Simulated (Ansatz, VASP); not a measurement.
**Si2C3: VASP beside Ansatz**

INCAR

```
ALGO = Normal
EDIFF = 1E-6
ENCUT = 520
GGA = PE
ISIF = 2
ISMEAR = 0
LASPH = True
LCHARG = False
LREAL = False
LWAVE = False
NBANDS = 18
NELM = 80
PREC = Accurate
SIGMA = 0.1
```

KPOINTS

```
k-points
0
Gamma
  6 6 4
```

The input POSCAR:

```
Si2C3
1.0
    3.9355298400      0.0000000000      0.0000000000
   -1.9677649200      3.4082688100      0.0000000000
    0.0000000000      0.0000000000      4.8326880300
Si C
2 3
Direct
    0.6666666700      0.3333333300      0.5000000000
    0.3333333300      0.6666666700      0.0000000000
    0.0000000000      0.0000000000      0.7454000100
    0.0000000000      0.0000000000      0.2545999900
    0.6666666700      0.3333333300      0.0000000000
```

Input for Ansatz:

```yaml
crystal:
  lattice:
    - [3.93552984, 0.0, 0.0]
    - [-1.96776492, 3.40826881, 0.0]
    - [0.0, 0.0, 4.83268803]
  atoms:
    - { symbol: Si, position: [0.66666667, 0.33333333, 0.5] }
    - { symbol: Si, position: [0.33333333, 0.66666667, 0.0] }
    - { symbol: C, position: [0.0, 0.0, 0.74540001] }
    - { symbol: C, position: [0.0, 0.0, 0.25459999] }
    - { symbol: C, position: [0.66666667, 0.33333333, 0.0] }
basis:
  ecutwfc: 420
kpoints:
  mp_grid: { grid: [6, 6, 4] }
hamiltonian:
  xc: pbe
scf:
  occupations: { method: gaussian, width: 0.1 }
  lower_state_search: "off"
output:
  forces: true
  stress: true
  eigenvalues: true
```

Change from the starting cell: species swapped into the Fe3Ge2 type (P-6m2, No. 187).

Alike in both runs: task single point; functional PBE; k mesh 6 × 6 × 4; occupations gaussian, width 0.1 eV; no spin polarisation.

```csv
,VASP,Ansatz
version,VASP 6.6.1,Ansatz 0.2.0
potentials or method,"VASP PAW PBE potentials, release 64 (Si, C), cutoff 520 eV","scalar-relativistic, plane waves, PAW"
valence electrons in the cell,20,20
```

Ansatz gave:

```
gap on the k mesh at the Fermi level (eV)                     : none
pressure (GPa)                                                : -24.3
traceless stress, the component that is largest in VASP (GPa) : 10.64
rms of the force components (eV/Å)                            : 0.456
```

Question: Which values does VASP return?

Answer: gap on the k mesh at the Fermi level (eV): none; pressure (GPa): -24.2; traceless stress, the component that is largest in VASP (GPa): 10.64; rms of the force components (eV/Å): 0.457.

Atom by atom the forces differ by 0.000 eV/Å (rms over components). A gap of «none» marks a metal or a gap that the smearing closes.
